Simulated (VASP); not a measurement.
# H18CO9 in VASP: a series of runs

The runs below take H18CO9 through single point, with PBE+D3(BJ).

Program: VASP 6.6.1. These are calculated values, not measurements. Logs are shortened: lines on timing, memory, paths and dates and some standing lists are left out, and cuts for length are marked.

**1. The cell of the first run**

The cell holds an amorphous packing of atoms, 28 atoms: a = 6.918 Å, b = 6.918 Å, c = 6.918 Å, α = 90.00°, β = 90.00°, γ = 90.00°.

**2. Single point, PBE+D3(BJ)**

INCAR

```
PREC = Accurate ; ENCUT = 520
EDIFF = 1E-6 ; ISMEAR = -1
SIGMA = 0.02 ; LREAL = Auto
LASPH = T ; NELM = 80
ALGO = Normal ; ISIF = 2
LWAVE = F ; LCHARG = F
GGA = PE ; IVDW = 12
NBANDS = 58
```

KPOINTS

```
Automatic mesh
0
Gamma
  1 1 1
```

POSCAR

```
H18CO9
1.0
    6.9180930000      0.0000000000      0.0000000000
    0.0000000000      6.9180930000      0.0000000000
    0.0000000000      0.0000000000      6.9180930000
O H C
9 18 1
Direct
    0.3855975917      0.7682319391      0.4675421391
    0.9075911526      0.6469991080      0.0729247207
    0.3435195219      0.1468612810      0.9886973188
    1.0193416018      0.3040866898      0.3494893752
    0.4985622483      0.7715131901      0.0720574297
    0.1041327429      0.8719310365      0.7923426297
    0.9862110845      0.9015056606      0.3636262190
    0.3902086890      0.4908867227      0.8151957483
    0.6374155421      0.2688313094      0.5213286378
    0.2565446865      0.8179999893      0.4330095013
    0.3573528138      0.6470135628      0.5275008590
    0.9599321663      0.7332945654      0.1709286071
    0.7662082600      0.6871691375      0.0753386808
    0.3523080710      0.2765646545      0.9416612353
    0.2633673760      0.0803256042      0.8894503153
    1.0222903913      0.4172826240      0.2587851883
    0.8831913650      0.2981891108      0.4034059675
    0.4518008070      0.7445404391      0.2099711582
    0.4559493490      0.9104098485      0.0530203916
    0.1928277056      0.7779600534      0.7423577567
    0.0281002294      0.8146753737      0.8972848442
    0.9294757963      0.8975450316      0.4922888432
    0.9996251857      1.0356177635      0.3337769527
    0.4164442427      0.5935306160      0.9176083640
    0.5231354941      0.4448335690      0.7936724759
    0.3783990762      0.1429729262      0.4633357776
    0.5715736981      0.0595250743      0.3061248237
    0.5313603041      0.1546669003      0.4308990931
```

Potentials or basis: VASP PAW PBE potentials, release 64 (O, H, C).

Started as:

```bash
$ cat potpaw_PBE.64/O/POTCAR potpaw_PBE.64/H/POTCAR potpaw_PBE.64/C/POTCAR > POTCAR
$ mpirun -np 1 vasp_gam > vasp.out
```

OUTCAR:

```text
PREC = Accurate
   ENCUT = 520
   EDIFF = 1E-6
   ISMEAR = -1
   LREAL = Auto
   LASPH = T
   NELM = 80
   ISIF = 2
   GGA = PE
   IVDW = 12
 IVDW          = 12

 ion  position               nearest neighbor table
   1  0.386  0.768  0.468-  11 0.96  10 0.99
   2  0.908  0.647  0.073-  12 0.97  13 1.02
   3  0.344  0.147  0.989-  14 0.96  15 1.00
   4  0.019  0.304  0.349-  16 1.00  17 1.01
   5  0.499  0.772  0.072-  19 1.01  18 1.02
   6  0.104  0.872  0.792-  20 0.96  21 0.98
   7  0.986  0.902  0.364-  23 0.96  22 0.97
   8  0.390  0.491  0.815-  25 0.98  24 1.02
   9  0.637  0.269  0.521-  28 1.25
  10  0.257  0.818  0.433-   1 0.99
  11  0.357  0.647  0.528-   1 0.96
  12  0.960  0.733  0.171-   2 0.97
  13  0.766  0.687  0.075-   2 1.02
  14  0.352  0.277  0.942-   3 0.96
[... 11 lines left out ...]
  26  0.378  0.143  0.463-  28 1.08
  27  0.572  0.060  0.306-  28 1.12
  28  0.531  0.155  0.431-  26 1.08  27 1.12   9 1.25

  LATTYP: Found a simple cubic cell.
 ALAT       =     6.9180930000

  Lattice vectors:

 A1 = (   6.9180930000,   0.0000000000,   0.0000000000)
 A2 = (   0.0000000000,   6.9180930000,   0.0000000000)
 A3 = (   0.0000000000,   0.0000000000,   6.9180930000)

Analysis of symmetry for initial positions (statically):
=====================================================================
 Subroutine PRICEL returns:
 Original cell was already a primitive cell.

 Routine SETGRP: Setting up the symmetry group for a
 simple cubic supercell.

 Subroutine GETGRP returns: Found  1 space group operations
 (whereof  1 operations were pure point group operations)
 out of a pool of 48 trial point group operations.

The static configuration has the point symmetry C_1 .

Analysis of symmetry for dynamics (positions and initial velocities):
=====================================================================
 Subroutine PRICEL returns:
 Original cell was already a primitive cell.

 Routine SETGRP: Setting up the symmetry group for a
 simple cubic supercell.

 Subroutine GETGRP returns: Found  1 space group operations
 (whereof  1 operations were pure point group operations)
 out of a pool of 48 trial point group operations.

The dynamic configuration has the point symmetry C_1 .

 Subroutine INISYM returns: Found  1 space group operations
 (whereof  1 operations are pure point group operations),
 and found     1 'primitive' translations

----------------------------------------------------------------------------------------

                                     Primitive cell

  volume of cell :     331.1000

  direct lattice vectors                    reciprocal lattice vectors
     6.918093000  0.000000000  0.000000000     0.144548505  0.000000000  0.000000000
     0.000000000  6.918093000  0.000000000     0.000000000  0.144548505  0.000000000
     0.000000000  0.000000000  6.918093000     0.000000000  0.000000000  0.144548505

  length of vectors
     6.918093000  6.918093000  6.918093000     0.144548505  0.144548505  0.144548505

  position of ions in fractional coordinates (direct lattice)
     0.385597592  0.768231939  0.467542139
     0.907591153  0.646999108  0.072924721
     0.343519522  0.146861281  0.988697319
     0.019341602  0.304086690  0.349489375
     0.498562248  0.771513190  0.072057430
     0.104132743  0.871931037  0.792342630
[... 20 lines left out ...]
     0.571573698  0.059525074  0.306124824
     0.531360304  0.154666900  0.430899093

  ion indices of the primitive-cell ions
   primitive index   ion index
                 1           1
                 2           2
                 3           3
                 4           4
                 5           5
                 6           6
[... 20 lines left out ...]
                27          27
                28          28

----------------------------------------------------------------------------------------

 KPOINTS: Automatic mesh

Automatic generation of k-mesh.
 Grid dimensions read from file:
 generate k-points for:    1    1    1

 Generating k-lattice:

  Cartesian coordinates                     Fractional coordinates (reciprocal lattice)
     0.144548505  0.000000000  0.000000000     1.000000000  0.000000000  0.000000000
     0.000000000  0.144548505  0.000000000     0.000000000  1.000000000  0.000000000
     0.000000000  0.000000000  0.144548505     0.000000000  0.000000000  1.000000000

  Length of vectors
     0.144548505  0.144548505  0.144548505

  Shift w.r.t. Gamma in fractional coordinates (k-lattice)
     0.000000000  0.000000000  0.000000000

 Subroutine IBZKPT returns following result:
 ===========================================

 Found      1 irreducible k-points:

 Following reciprocal coordinates:
            Coordinates               Weight
  0.000000  0.000000  0.000000      1.000000
   k-points           NKPTS =      1   k-points in BZ     NKDIM =      1   number of bands    NBANDS=     58
   number of dos      NEDOS =    301   number of ions     NIONS =     28
   total plane-waves  NPLWV = 157464
   dimension x,y,z NGX =    54 NGY =   54 NGZ =   54
   dimension x,y,z NGXF=   108 NGYF=  108 NGZF=  108
   ions per type =               9  18   1
   NGX,Y,Z   is equivalent  to a cutoff of  12.98, 12.98, 12.98 a.u.
   NGXF,Y,Z  is equivalent  to a cutoff of  25.95, 25.95, 25.95 a.u.
 SYSTEM =  unknown system
   PREC   = accura    normal or accurate (medium, high low for compatibility)
   ISTART =      0    job   : 0-new  1-cont  2-samecut
   ICHARG =      2    charge: 1-file 2-atom 10-const
   ISPIN  =      1    spin polarized calculation?
   LNONCOLLINEAR =      F non collinear calculations
   LSORBIT =      F    spin-orbit coupling
   LASPH  =      T    aspherical Exc in radial PAW
   ENCUT  =  520.0 eV  38.22 Ry    6.18 a.u.  12.86 12.86 12.86*2*pi/ulx,y,z
   NELM   =     80;   NELMIN=  2; NELMDL= -5     # of ELM steps
   EDIFF  = 0.1E-05   stopping-criterion for ELM
   LREAL  =      T    real-space projection
   EDIFFG = 0.1E-04   stopping-criterion for IOM
   NSW    =      0    number of steps for IOM
   IBRION =     -1    ionic relax: 0-MD 1-quasi-New 2-CG
   NFREE  =      0    steps in history (QN), initial steepest desc. (CG)
   ISIF   =      2    stress and relaxation
   ISYM   =      2    0-nonsym 1-usesym 2-fastsym
   POTIM  = 0.5000    time-step for ionic-motion
   TEBEG  =    0.0;   TEEND  =   0.0 temperature during run
   PSTRESS=    0.0 pullay stress
   NELECT =      76.0000    total number of electrons
   NUPDOWN=      -1.0000    fix difference up-down
   EMIN   =  10.00;   EMAX   =-10.00  energy-range for DOS
   EFERMI =   0.00;   METHOD = LEGACY
   ISMEAR =    -1;   SIGMA  =   0.02  broadening in eV -4-tet -1-fermi 0-gaus
   EFERMI_NEDOS =   21; number of points for ismear=-14 and -15
   IALGO  =     38    algorithm
   IMIX   =      4    mixing-type and parameters
     AMIX     =   0.40;   BMIX     =  1.00
     AMIX_MAG =   1.60;   BMIX_MAG =  1.00
  volume/ion in A,a.u.               =      11.83        79.80
  Fermi-wavevector in a.u.,A,eV,Ry     =   1.002366  1.894197 13.670283  1.004737
  Thomas-Fermi vector in A             =   2.134848
   LORBIT       =      0    0 simple, 1 ext, 2 COOP (PROOUT), +10 PAW based schemes
   GGA     = PE    functional components
   LHFCALC =     F    Hartree Fock is set to
   AEXX    =    0.0000 exact exchange contribution
   IVDW    =    12    specifies the selected vdW correction
   LEPSILON=     F    determine dielectric tensor
   LRPA    =     F    only Hartree local field effects (RPA)
 non-spin polarized calculation
  energy-cutoff  :      520.00
  volume of cell :      331.10
 maximum number of plane-waves:      4463
 NGX is ok and might be reduce to    50
   NGX = 25   NGY = 25   NGZ = 25

 number of electron      76.0000021 magnetization

 Free energy of the ion-electron system (eV)
  ---------------------------------------------------
  ext. energy  EPLUGINS =         0.00000000
  ---------------------------------------------------
  free energy    TOTEN  =      -139.08180065 eV

  energy without entropy =     -139.08180065  energy(sigma->0) =     -139.08180065

 E-fermi :  -3.3002     XC(G=0):  -6.2603

 val. band max:       -3.8649693025   @ k =   0.0000   0.0000   0.0000
 cond. band min:      -0.1806082989   @ k =   0.0000   0.0000   0.0000
 fundamental gap:      3.6843610036
 Fermi energy:        -3.3001756264

 k-point     1 :       0.0000    0.0000    0.0000
  band No.  band energies     occupation
      1     -23.9070      2.00000
      2     -23.2390      2.00000
      3     -23.0005      2.00000
      4     -22.6582      2.00000
      5     -22.3978      2.00000
      6     -22.2613      2.00000
[... 42 lines left out ...]
     49       5.8346      0.00000
     50       5.8912      0.00000
 [bands above 50 left out]

------------------------ aborting loop because EDIFF is reached ----------------------------------------

 Edisp (eV)   -0.86998

 E8    (eV) :    -0.1820

  FORCE on cell =-STRESS in cart. coord.  units (eV):
  Direction    XX          YY          ZZ          XY          YZ          ZX
  --------------------------------------------------------------------------------------
  -------------------------------------------------------------------------------------
  Total      -3.57400     0.46389    -2.70890     0.22699    -1.22466    -1.28005
  in kB     -17.29442     2.24473   -13.10825     1.09839    -5.92607    -6.19411
  external pressure =       -9.39 kB  Pullay stress =        0.00 kB

 VOLUME and BASIS-vectors are now :
 -----------------------------------------------------------------------------
  energy-cutoff  :      520.00
  volume of cell :      331.10
      direct lattice vectors                 reciprocal lattice vectors
     6.918093000  0.000000000  0.000000000     0.144548505  0.000000000  0.000000000
     0.000000000  6.918093000  0.000000000     0.000000000  0.144548505  0.000000000
     0.000000000  0.000000000  6.918093000     0.000000000  0.000000000  0.144548505

 POSITION                                       TOTAL-FORCE (eV/Angst)
 -----------------------------------------------------------------------------------
      2.66760      5.31470      3.23450        -0.250411      0.796561     -0.861565
      6.27880      4.47600      0.50450        -1.303625      0.147427     -0.424393
      2.37650      1.01600      6.83990        -0.386970     -2.125816      0.153530
      0.13381      2.10370      2.41780        -0.833945      0.536142     -0.105100
      3.44910      5.33740      0.49850        -0.654435      0.542241      1.400386
      0.72040      6.03210      5.48150        -0.383260      1.251407     -0.220003
[... 20 lines left out ...]
      3.95420      0.41180      2.11780         0.662258      0.457890      0.393686
      3.67600      1.07000      2.98100         0.614259      0.803320      0.236183
 -----------------------------------------------------------------------------------
    total drift:                               -0.008950     -0.000823      0.002569

  FREE ENERGIE OF THE ION-ELECTRON SYSTEM (eV)
  ---------------------------------------------------
  free  energy   TOTEN  =      -139.9517830869 eV

  energy  without entropy=     -139.9517830869  energy(sigma->0) =     -139.95178309
```

Run time: 45 s. Hardware: 1 thread of Intel Xeon Platinum 8259CL at 2.50GHz (Skylake/Cascade Lake), shared host; peak memory 0.35 GiB.

Results:

```yaml
Free_energy: -139.9518 eV
Pressure: -0.9 GPa
Largest_force: 2.166 eV/Å
Band_gap_on_the_k_mesh: 3.68 eV
Dispersion_energy_per_atom: -0.031 eV
```

Forces on the atoms (eV/Å):
```
O   -0.250  0.797 -0.862
O   -1.304  0.147 -0.424
O   -0.387 -2.126  0.154
O   -0.834  0.536 -0.105
O   -0.654  0.542  1.400
O   -0.383  1.251 -0.220
O    0.100 -1.407  0.342
O    0.831  0.702  0.656
O   -0.444 -1.234 -1.128
H   -0.163  0.148 -0.021
H    0.112 -1.182  0.689
H    0.084  0.414  0.723
H    1.055 -0.388 -0.137
H    0.141  1.457 -0.456
H    0.016 -0.010  0.535
H   -0.398 -1.063  0.500
H    0.940  0.462 -0.298
H    0.556  0.185 -0.998
H    0.321 -0.671 -0.295
H    0.327 -0.663  0.090
H   -0.036 -0.678  0.025
H    0.146 -0.096  0.184
H    0.340  1.685 -0.430
H   -0.303 -0.234 -0.509
H   -0.340 -0.038 -0.484
H   -0.748  0.203  0.440
H    0.662  0.458  0.394
C    0.614  0.803  0.236
```

Levels at points of the mesh, in eV from the valence-band top:
| k point | band 35 | band 36 | band 37 | band 38 | band 39 | band 40 | band 41 | band 42 |
| --- | --- | --- | --- | --- | --- | --- | --- | --- |
| (0.00, 0.00, 0.00) | -0.57 | -0.32 | -0.18 | 0.00 | 3.68 | 4.73 | 7.56 | 7.65 |

Caveat: the k points lie up to 0.91 Å⁻¹ apart.

**3. Single point, PBE+D3(BJ)**

INCAR

```
SYSTEM = H18CO9
PREC = Accurate ; ENCUT = 520
EDIFF = 1E-6 ; ISMEAR = -1
SIGMA = 0.02 ; LREAL = Auto
LASPH = .TRUE. ; NELM = 100
ALGO = Normal ; ISIF = 2
LWAVE = .FALSE. ; LCHARG = .FALSE.
GGA = PE ; IVDW = 12
NBANDS = 58
```

KPOINTS

```
Automatic mesh
0
G
  1 1 1
  0 0 0
```

POSCAR

```
H18CO9
1.0
    6.9180930000      0.0000000000      0.0000000000
    0.0000000000      6.9180930000      0.0000000000
    0.0000000000      0.0000000000      6.9180930000
O H C
9 18 1
Direct
    0.3497929270      0.7485299778      0.4816645281
    0.8734198861      0.6700690494      0.0701060249
    0.3240632932      0.1257571993      1.0095845777
    1.0131404709      0.3129186034      0.3596655899
    0.4962639271      0.7834673515      0.0849367015
    0.0617655761      0.8681294108      0.7995989646
    1.0294310874      0.9268594684      0.3678903999
    0.3689166942      0.4957435525      0.7742885214
    0.6037501953      0.2929564549      0.5438203852
    0.2186440685      0.7773384949      0.4461778701
    0.3537969206      0.6428361110      0.5773845480
    0.9326847731      0.7557140385      0.1586564390
    0.7340028531      0.7276427189      0.0698024730
    0.3385759631      0.2465997494      0.9444799311
    0.2200895536      0.0559980908      0.9320921242
    1.0369909742      0.4259555343      0.2814359391
    0.8905777936      0.3422619499      0.4167767042
    0.4541569476      0.7380502112      0.2200028245
    0.4411764918      0.9200512338      0.0510689868
    0.1822323001      0.7981823893      0.7699665211
    0.0043942745      0.7774974982      0.9030089650
    0.9990759014      0.8777563412      0.4883860335
    1.0122153605      1.0642961868      0.3640309548
    0.3921745487      0.5826750233      0.8830468165
    0.4923900271      0.4284851331      0.7339739434
    0.3423342242      0.1601597434      0.4655907343
    0.5884858732      0.0709154965      0.3655631689
    0.5082180884      0.1752216977      0.4546484125
```

Potentials or basis: VASP PAW PBE potentials, release 64 (O, H, C).

Started as:

```bash
$ cat potpaw_PBE.64/O/POTCAR potpaw_PBE.64/H/POTCAR potpaw_PBE.64/C/POTCAR > POTCAR
$ mpirun -np 1 vasp_gam > vasp.out
```

It took 41 s on 1 thread of Intel Xeon Platinum 8259CL at 2.50GHz (Skylake/Cascade Lake), shared host; peak memory 0.35 GiB.

It converged, with:

| Property | Result |
| --- | --- |
| Free energy | -139.7037 eV |
| Pressure | 0.1 GPa |
| Largest force | 3.163 eV/Å |
| Band gap on the k mesh | 3.88 eV |
| Dispersion energy per atom | -0.031 eV |

Forces on the atoms (eV/Å):
```
O    1.349 -0.215 -0.248
O   -1.863 -0.354 -0.986
O   -1.083 -1.796 -0.158
O    0.564 -0.099  0.018
O   -0.648  0.217  0.566
O    0.642 -0.858  0.601
O    0.437 -0.953 -2.894
O    0.375 -0.773 -0.064
O    0.421  0.759  0.487
H   -0.496  0.339 -0.371
H   -0.127 -0.186  0.066
H    0.970  1.230  1.657
H    0.947 -0.771 -0.208
H    0.223  1.128 -0.655
H    0.462  0.496  0.609
H    0.167  0.104 -0.584
H   -1.081  0.074  0.693
H    0.159  1.078 -1.210
H    0.588 -1.270  0.822
H   -0.260  0.371 -0.272
H   -0.391  0.622 -0.675
H   -1.133 -0.414  2.924
H    0.095  1.313 -0.003
H    0.615  0.187  0.358
H   -0.768  0.614  0.105
H    1.206  0.308 -0.057
H   -0.280 -0.259 -0.434
C   -1.090 -0.893 -0.086
```

Stress tensor (GPa, compression positive):
```
-0.66  0.29 -0.26
 0.29  0.31  0.33
-0.26  0.33  0.56
```

Levels at points of the mesh, in eV from the valence-band top:
```tsv
k point	band 34	band 35	band 36	band 37	band 38	band 39	band 40	band 41	band 42	band 43
(0.00, 0.00, 0.00)	-0.65	-0.51	-0.46	-0.33	0.00	3.88	4.84	7.46	7.88	8.10
```

Caveat: the k points lie up to 0.91 Å⁻¹ apart.

[end of part 1 of 2]
